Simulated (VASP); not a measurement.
# AlNi (rocksalt type) (Fm-3m) in VASP: a series of runs

AlNi (rocksalt type) is run at these levels: PBE; tasks: single point.

Everything below comes from runs of VASP 6.6.1. Logs are shortened: lines on timing, memory, paths and dates and some standing lists are left out, and cuts for length are marked.

## Step 1: The cell of the first run

The structure is cubic, space group Fm-3m (No. 225). Conventional cell: a = 4.314 Å, b = 4.314 Å, c = 4.314 Å, α = 90.00°, β = 90.00°, γ = 90.00°. Within 2.9 Å of Ni (site symmetry m-3m) lie 6 Al at 2.16 Å. Al (site symmetry m-3m) has 6 Ni at 2.16 Å within 2.9 Å.

## Step 2: Single point, PBE (10.04 Å³/atom)

INCAR

```
ALGO = Normal
EDIFF = 1E-6
ENCUT = 520
GGA = PE
ISIF = 2
ISMEAR = -1
LASPH = True
LCHARG = False
LREAL = False
LWAVE = False
NBANDS = 14
NELM = 80
PREC = Accurate
SIGMA = 0.05
```

KPOINTS

```
k-points
0
Gamma
  15 15 15
```

POSCAR

```
AlNi
1.0
    0.0000000000      2.1570234811      2.1570234811
    2.1570234811      0.0000000000      2.1570234811
    2.1570234811      2.1570234811      0.0000000000
Ni Al
1 1
Direct
    0.0000000000      0.0000000000      0.0000000000
    0.5000000000      0.5000000000      0.5000000000
```

Potentials or basis: VASP PAW PBE potentials, release 64 (Ni, Al).

The run is started by

```
> cat potpaw_PBE.64/Ni/POTCAR potpaw_PBE.64/Al/POTCAR > POTCAR
> mpirun -np 1 vasp_std > vasp.out
```

OUTCAR:

```text
EDIFF = 1E-6
   ENCUT = 520
   GGA = PE
   ISIF = 2
   ISMEAR = -1
   LASPH = True
   LREAL = False
   NELM = 80
   PREC = Accurate

 ion  position               nearest neighbor table
   1  0.000  0.000  0.000-   2 2.16   2 2.16   2 2.16   2 2.16   2 2.16   2 2.16
   2  0.500  0.500  0.500-   1 2.16   1 2.16   1 2.16   1 2.16   1 2.16   1 2.16

  LATTYP: Found a face centered cubic cell.
 ALAT       =     4.3140469622

  Lattice vectors:

 A1 = (   0.0000000000,   2.1570234811,   2.1570234811)
 A2 = (   2.1570234811,   0.0000000000,   2.1570234811)
 A3 = (   2.1570234811,   2.1570234811,   0.0000000000)

Analysis of symmetry for initial positions (statically):
=====================================================================
 Subroutine PRICEL returns:
 Original cell was already a primitive cell.

 Routine SETGRP: Setting up the symmetry group for a
 face centered cubic supercell.

 Subroutine GETGRP returns: Found 48 space group operations
 (whereof 48 operations were pure point group operations)
 out of a pool of 48 trial point group operations.

The static configuration has the point symmetry O_h .

Analysis of symmetry for dynamics (positions and initial velocities):
=====================================================================
 Subroutine PRICEL returns:
 Original cell was already a primitive cell.

 Routine SETGRP: Setting up the symmetry group for a
 face centered cubic supercell.

 Subroutine GETGRP returns: Found 48 space group operations
 (whereof 48 operations were pure point group operations)
 out of a pool of 48 trial point group operations.

The dynamic configuration has the point symmetry O_h .

 Subroutine INISYM returns: Found 48 space group operations
 (whereof 48 operations are pure point group operations),
 and found     1 'primitive' translations

----------------------------------------------------------------------------------------

                                     Primitive cell

  volume of cell :      20.0722

  direct lattice vectors                    reciprocal lattice vectors
     0.000000000  2.157023481  2.157023481    -0.231800907  0.231800907  0.231800907
     2.157023481  0.000000000  2.157023481     0.231800907 -0.231800907  0.231800907
     2.157023481  2.157023481  0.000000000     0.231800907  0.231800907 -0.231800907

  length of vectors
     3.050491861  3.050491861  3.050491861     0.401490949  0.401490949  0.401490949

  position of ions in fractional coordinates (direct lattice)
     0.000000000  0.000000000  0.000000000
     0.500000000  0.500000000  0.500000000

  ion indices of the primitive-cell ions
[... 86 lines left out ...]
   NELECT =      13.0000    total number of electrons
   NUPDOWN=      -1.0000    fix difference up-down
   EMIN   =  10.00;   EMAX   =-10.00  energy-range for DOS
   EFERMI =   0.00;   METHOD = LEGACY
   ISMEAR =    -1;   SIGMA  =   0.05  broadening in eV -4-tet -1-fermi 0-gaus
   EFERMI_NEDOS =   21; number of points for ismear=-14 and -15
   IALGO  =     38    algorithm
   IMIX   =      4    mixing-type and parameters
     AMIX     =   0.40;   BMIX     =  1.00
     AMIX_MAG =   1.60;   BMIX_MAG =  1.00
  volume/ion in A,a.u.               =      10.04        67.73
  Fermi-wavevector in a.u.,A,eV,Ry     =   1.416417  2.676640 27.296506  2.006237
  Thomas-Fermi vector in A             =   2.537753
   LORBIT       =      0    0 simple, 1 ext, 2 COOP (PROOUT), +10 PAW based schemes
   GGA     = PE    functional components
   LHFCALC =     F    Hartree Fock is set to
   AEXX    =    0.0000 exact exchange contribution
   IVDW    =     0    specifies the selected vdW correction
   LEPSILON=     F    determine dielectric tensor
   LRPA    =     F    only Hartree local field effects (RPA)
 non-spin polarized calculation
  energy-cutoff  :      520.00
  volume of cell :       20.07
 maximum number of plane-waves:       556
   NGX = 11   NGY = 11   NGZ = 11

 number of electron      12.9999990 magnetization

 Free energy of the ion-electron system (eV)
  ---------------------------------------------------
  ext. energy  EPLUGINS =         0.00000000
  ---------------------------------------------------
  free energy    TOTEN  =        -7.66132037 eV

  energy without entropy =       -7.65763038  energy(sigma->0) =       -7.65947537

 E-fermi :  12.7374     XC(G=0): -12.8424

 val. band max:       12.7300611435   @ k =   0.4667   0.2000   0.0667
 cond. band min:      12.8176330448   @ k =  -0.3333   0.4667   0.2000
 fundamental gap:      0.0875719012
 Fermi energy:        12.7373506412

 k-point     1 :       0.0000    0.0000    0.0000
  band No.  band energies     occupation
      1       0.1849      2.00000
      2       9.1851      2.00000
      3       9.1851      2.00000
      4       9.1851      2.00000
      5       9.4064      2.00000
      6       9.4064      2.00000
      7      21.9047      0.00000
      8      21.9047      0.00000
      9      21.9047      0.00000
     10      24.8738      0.00000
     11      24.8738      0.00000
     12      24.8738      0.00000
     13      24.9593      0.00000
     14      30.7010      0.00000
[... 377 lines left out ...]
      1       1.1696      2.00000
      2       8.7888      2.00000
      3       9.0501      2.00000
      4       9.3467      2.00000
      5       9.4618      2.00000
      6       9.6107      2.00000
      7      18.3898      0.00000
      8      19.2547      0.00000
      9      21.6663      0.00000
     10      22.5227      0.00000
     11      23.4331      0.00000
     12      27.2937      0.00000
     13      27.6207      0.00000
     14      30.4170      0.00000

 [... further k-points ...]

------------------------ aborting loop because EDIFF is reached ----------------------------------------

  FORCE on cell =-STRESS in cart. coord.  units (eV):
  Direction    XX          YY          ZZ          XY          YZ          ZX
  --------------------------------------------------------------------------------------
  -------------------------------------------------------------------------------------
  Total       10.4494764     10.4494764     10.4494764      0.0000000      0.0000000      0.0000000
  in kB      834.0853598    834.0853598    834.0853598      0.0000000      0.0000000      0.0000000
  external PRESSURE =     834.0853598 kB  Pullay stress =       0.0000000 kB

 VOLUME and BASIS-vectors are now :
 -----------------------------------------------------------------------------
  energy-cutoff  :      520.00
  volume of cell :       20.07
      direct lattice vectors                 reciprocal lattice vectors
     0.000000000  2.157023481  2.157023481    -0.231800907  0.231800907  0.231800907
     2.157023481  0.000000000  2.157023481     0.231800907 -0.231800907  0.231800907
     2.157023481  2.157023481  0.000000000     0.231800907  0.231800907 -0.231800907

 POSITION                                       TOTAL-FORCE (eV/Angst)
 -----------------------------------------------------------------------------------
      0.00000      0.00000      0.00000         0.000000      0.000000      0.000000
      2.15702      2.15702      2.15702         0.000000      0.000000     -0.000000
 -----------------------------------------------------------------------------------
    total drift:                                0.000000     -0.000000     -0.000000

  FREE ENERGIE OF THE ION-ELECTRON SYSTEM (eV)
  ---------------------------------------------------
  free  energy   TOTEN  =        -7.6613203706 eV

  energy  without entropy=       -7.6576303755  energy(sigma->0) =       -7.65947537
```

stdout:

```text
POSCAR found type information on POSCAR NiAl
 POSCAR found :  2 types and       2 ions
 scaLAPACK will be used
 LDA part: xc-table for (Slater+PW92), standard interpolation
 POSCAR, INCAR and KPOINTS ok, starting setup
 FFT: planning ... GRIDC
 FFT: planning ... GRID_SOFT
 FFT: planning ... GRID
 WAVECAR not read
 entering main loop
```

Wall time 47 s (1 thread of Intel Xeon 8259CL, shared host); peak memory 0.16 GiB.

Results:

- Free energy: -7.6613 eV
- Pressure: 83.4 GPa
- Band gap on the k mesh: zero (an odd number of electrons rules out a gap without spin polarisation)

Caveat: the cell stands under pressure. Spin polarisation is off, so any magnetic state and its effect on volume and gap are missing.

## Step 3: Single point, PBE

INCAR

```
SYSTEM = AlNi
PREC     = Accurate       ! precision mode
ENCUT    = 520            ! plane-wave cutoff, eV
EDIFF    = 1E-7           ! SCF threshold, eV
ISMEAR   = -1             ! smearing method
SIGMA    = 0.05           ! smearing width, eV
LREAL    = .False.        ! projectors in reciprocal space
LASPH    = .True.         ! aspherical terms in the spheres
NELM     = 60             ! most SCF steps
ALGO     = Normal         ! electronic algorithm
ISIF     = 2              ! what is computed and relaxed
LWAVE    = .False.        ! write WAVECAR
LCHARG   = .False.        ! write CHGCAR
GGA      = PE             ! functional
NBANDS   = 14             ! bands
```

KPOINTS

```
regular mesh
0
Gamma
  15 15 15
  0 0 0
```

POSCAR

```
AlNi
1.0
    0.0000000000      2.1578274769      2.1578274769
    2.1578274769      0.0000000000      2.1578274769
    2.1578274769      2.1578274769      0.0000000000
Ni Al
1 1
Direct
    0.0000000000      0.0000000000      0.0000000000
    0.5000000000      0.5000000000      0.5000000000
```

Potentials or basis: VASP PAW PBE potentials, release 64 (Ni, Al).

The run is started by

```
> cat potpaw_PBE.64/Ni/POTCAR potpaw_PBE.64/Al/POTCAR > POTCAR
> mpirun -np 1 vasp_std > vasp.out
```

Run time: 39 s. Hardware: 1 thread of Intel Xeon 8259CL, shared host; peak memory 0.16 GiB.

Results (log left out):

```yaml
Free_energy: -7.6730 eV
Pressure: 83.0 GPa
Band_gap_on_the_k_mesh: zero (an odd number of electrons rules out a gap without spin polarisation)
```

Levels at points of the mesh, in eV from the Fermi level:
| k point | band 3 | band 4 | band 5 | band 6 | band 7 | band 8 | band 9 | band 10 |
| --- | --- | --- | --- | --- | --- | --- | --- | --- |
| (0.00, 0.00, 0.00) | -3.55 | -3.55 | -3.33 | -3.33 | 9.16 | 9.16 | 9.16 | 12.13 |

Caveat: the cell stands under pressure. Spin polarisation is off, so any magnetic state and its effect on volume and gap are missing.

## Step 4: Single point, PBE

INCAR is that of step 3.

KPOINTS

```
Automatic mesh
0
Gamma
  15 15 15
  0 0 0
```

POSCAR

```
AlNi
1.0
    0.0000000000      2.1573893275      2.1573893275
    2.1573893275      0.0000000000      2.1573893275
    2.1573893275      2.1573893275      0.0000000000
Ni Al
1 1
Direct
    0.0000000000      0.0000000000      0.0000000000
    0.5000000000      0.5000000000      0.5000000000
```

Potentials or basis: VASP PAW PBE potentials, release 64 (Ni, Al).

The run is started by

```
> cat potpaw_PBE.64/Ni/POTCAR potpaw_PBE.64/Al/POTCAR > POTCAR
> mpirun -np 1 vasp_std > vasp.out
```

OUTCAR:

```text
SYSTEM = AlNi
   PREC = Accurate
   ENCUT = 520
   EDIFF = 1E-7
   ISMEAR = -1
   LREAL = .False.
   LASPH = .True.
   NELM = 60
   ISIF = 2
   GGA = PE

 ion  position               nearest neighbor table
   1  0.000  0.000  0.000-   2 2.16   2 2.16   2 2.16   2 2.16   2 2.16   2 2.16
   2  0.500  0.500  0.500-   1 2.16   1 2.16   1 2.16   1 2.16   1 2.16   1 2.16

  LATTYP: Found a face centered cubic cell.
 ALAT       =     4.3147786550

  Lattice vectors:

 A1 = (   0.0000000000,   2.1573893275,   2.1573893275)
 A2 = (   2.1573893275,   0.0000000000,   2.1573893275)
 A3 = (   2.1573893275,   2.1573893275,   0.0000000000)

Analysis of symmetry for initial positions (statically):
=====================================================================
 Subroutine PRICEL returns:
 Original cell was already a primitive cell.

 Routine SETGRP: Setting up the symmetry group for a
 face centered cubic supercell.

 Subroutine GETGRP returns: Found 48 space group operations
 (whereof 48 operations were pure point group operations)
 out of a pool of 48 trial point group operations.

The static configuration has the point symmetry O_h .

[... 173 lines left out ...]
      6       9.4003      2.00000
      7      21.8920      0.00000
      8      21.8920      0.00000
      9      21.8920      0.00000
     10      24.8627      0.00000
     11      24.8627      0.00000
     12      24.8627      0.00000
     13      24.9504      0.00000
     14      30.6876      0.00000
[... 377 lines left out ...]
      1       1.1653      2.00000
      2       8.7834      2.00000
      3       9.0441      2.00000
      4       9.3407      2.00000
      5       9.4557      2.00000
      6       9.6045      2.00000
      7      18.3790      0.00000
      8      19.2436      0.00000
      9      21.6546      0.00000
     10      22.5116      0.00000
     11      23.4211      0.00000
     12      27.2817      0.00000
     13      27.6084      0.00000
     14      30.4053      0.00000

 [... further k-points ...]

------------------------ aborting loop because EDIFF is reached ----------------------------------------

  FORCE on cell =-STRESS in cart. coord.  units (eV):
  Direction    XX          YY          ZZ          XY          YZ          ZX
  --------------------------------------------------------------------------------------
  -------------------------------------------------------------------------------------
  Total       10.4333229     10.4333229     10.4333229     -0.0000000     -0.0000000      0.0000000
  in kB      832.3723715    832.3723715    832.3723715     -0.0000000     -0.0000000      0.0000000
  external PRESSURE =     832.3723715 kB  Pullay stress =       0.0000000 kB

 VOLUME and BASIS-vectors are now :
 -----------------------------------------------------------------------------
  energy-cutoff  :      520.00
  volume of cell :       20.08
      direct lattice vectors                 reciprocal lattice vectors
     0.000000000  2.157389327  2.157389327    -0.231761599  0.231761599  0.231761599
     2.157389327  0.000000000  2.157389327     0.231761599 -0.231761599  0.231761599
     2.157389327  2.157389327  0.000000000     0.231761599  0.231761599 -0.231761599

 POSITION                                       TOTAL-FORCE (eV/Angst)
 -----------------------------------------------------------------------------------
      0.00000      0.00000      0.00000         0.000000      0.000000      0.000000
      2.15739      2.15739      2.15739         0.000000      0.000000      0.000000
 -----------------------------------------------------------------------------------
    total drift:                                0.000000     -0.000000     -0.000000

  FREE ENERGIE OF THE ION-ELECTRON SYSTEM (eV)
  ---------------------------------------------------
  free  energy   TOTEN  =        -7.6666344553 eV

  energy  without entropy=       -7.6629449695  energy(sigma->0) =       -7.66478971
```

OSZICAR:

```text
N       E                     dE             d eps       ncg     rms          rms(c)
DAV:   1     0.462050770066E+02    0.46205E+02   -0.54977E+03  3456   0.103E+03
DAV:   2    -0.659825283510E+01   -0.52803E+02   -0.48026E+02  3726   0.190E+02
DAV:   3    -0.855484116768E+01   -0.19566E+01   -0.19424E+01  4008   0.393E+01
DAV:   4    -0.858055839882E+01   -0.25717E-01   -0.25711E-01  3966   0.414E+00
DAV:   5    -0.858129242208E+01   -0.73402E-03   -0.73401E-03  4046   0.745E-01    0.108E+01
DAV:   6    -0.885728457620E+01   -0.27599E+00   -0.16576E+01  3774   0.664E+01    0.824E+00
DAV:   7    -0.769582444360E+01    0.11615E+01   -0.51367E+00  3882   0.396E+01    0.189E+00
DAV:   8    -0.767557245024E+01    0.20252E-01   -0.43875E-02  4076   0.197E+00    0.104E+00
DAV:   9    -0.766669354885E+01    0.88789E-02   -0.27708E-02  4264   0.245E+00    0.159E-01
DAV:  10    -0.766665180084E+01    0.41748E-04   -0.56443E-04  4820   0.300E-01    0.961E-02
DAV:  11    -0.766664574606E+01    0.60548E-05   -0.11469E-05  4786   0.324E-02    0.792E-02
DAV:  12    -0.766663405769E+01    0.11688E-04   -0.45146E-05  4142   0.991E-02    0.182E-02
DAV:  13    -0.766663441734E+01   -0.35965E-06   -0.40166E-06  4128   0.308E-02    0.795E-03
DAV:  14    -0.766663445526E+01   -0.37917E-07   -0.54408E-08  2184   0.307E-03
   1 F= -.76666345E+01 E0= -.76647897E+01  d E =-.368949E-02
```

Run time: 36 s. Hardware: 1 thread of Intel Xeon 8259CL, shared host; peak memory 0.16 GiB.

Results:

- Free energy: -7.6666 eV
- Pressure: 83.2 GPa
- Band gap on the k mesh: zero (an odd number of electrons rules out a gap without spin polarisation)

Caveat: the cell stands under pressure. Spin polarisation is off, so any magnetic state and its effect on volume and gap are missing.

## Step 5: The runs side by side

```tsv
cell	gap on the mesh (eV)	pressure (GPa)
a = 3.050 Å, angles 60.0°, 2 atoms	none	83.4
a = 3.052 Å, angles 60.0°, 2 atoms	none	83.0
a = 3.051 Å, angles 60.0°, 2 atoms	none	83.2
```

Alike in all rows: task single point; level PBE; potentials or basis VASP PAW PBE potentials, release 64 (Ni, Al); no spin polarisation; k mesh 15 × 15 × 15; cutoff (eV) 520; smearing fermi-dirac 0.05 eV.

Caveats: the cell stands under pressure.

Absolute energies hang on the potentials; compare differences alone.
